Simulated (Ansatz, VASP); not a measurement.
# One calculation of BN, two programs

```xyz
2
Lattice="0.0000 1.7458 1.7458 1.7458 0.0000 1.7458 1.7458 1.7458 0.0000" Properties=species:S:1:pos:R:3 pbc="T T T"
B     0.0000    0.0000    0.0000
N     1.7458    1.7458    1.7458
```

Alike in both runs: task single point; functional r2SCAN; k mesh 10 × 10 × 10; no spin polarisation.

|  | VASP | Ansatz |
| --- | --- | --- |
| version | VASP 6.6.1 | Ansatz 0.2.0 |
| potentials or method | VASP PAW PBE potentials, release 64 (B, N) | plane waves, PAW |
| plane-wave cutoff (eV) | 660 | 500 |
| occupations | gaussian, width 0.01 eV | fixed |
| valence electrons in the cell | 8 | 8 |

VASP gave:

```
gap on the k mesh at the Fermi level (eV) : 1.47
```

Task: What did Ansatz give for the same quantities?

Result: gap on the k mesh at the Fermi level (eV): 1.48.

VASP's potentials were made for PBE, not for r2SCAN.
